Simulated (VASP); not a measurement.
Fe: single point with revPBE

Crystal: Fe.

```
CELL_PARAMETERS angstrom
0.00000 2.45270 2.45270
2.45270 0.00000 2.45270
2.45270 2.45270 0.00000
ATOMIC_POSITIONS crystal
Fe 0.12500 0.12500 0.12500
Fe 0.87500 0.87500 0.87500
```

This isn't the form of Fe at room conditions, which is bcc.

- Program: VASP 6.6.1
- Task: single point
- Functional: revPBE
- Potentials or basis: VASP PAW PBE potentials, release 64 (Fe_sv)
- Cutoff: 690 eV
- k mesh: 11 × 11 × 11
- Occupations: fermi-dirac, width 0.1 eV
- Spin: no spin polarisation

```json
{"Pressure": "-1.2 GPa", "Band gap on the k mesh": "zero (bands 16 and 17 overlap by 0.64 eV)"}
```

Levels at points of the mesh, in eV from the Fermi level:
| k point | band 14 | band 15 | band 16 | band 17 | band 18 | band 19 |
| --- | --- | --- | --- | --- | --- | --- |
| (0.00, 0.00, 0.00) | -2.41 | -0.38 | -0.38 | -0.38 | 1.20 | 1.20 |

Wall time 39 s on 1 thread of AMD EPYC 7R13 Processor (Zen 3), on a shared host, peak memory 0.16 GiB.

Caveat: the PAW data sets were made with another functional, which shifts forces and pressure a little; the run has no spin polarisation, though such a crystal can be magnetic. Spin polarisation is off, so any magnetic state and its effect on volume and gap are missing.
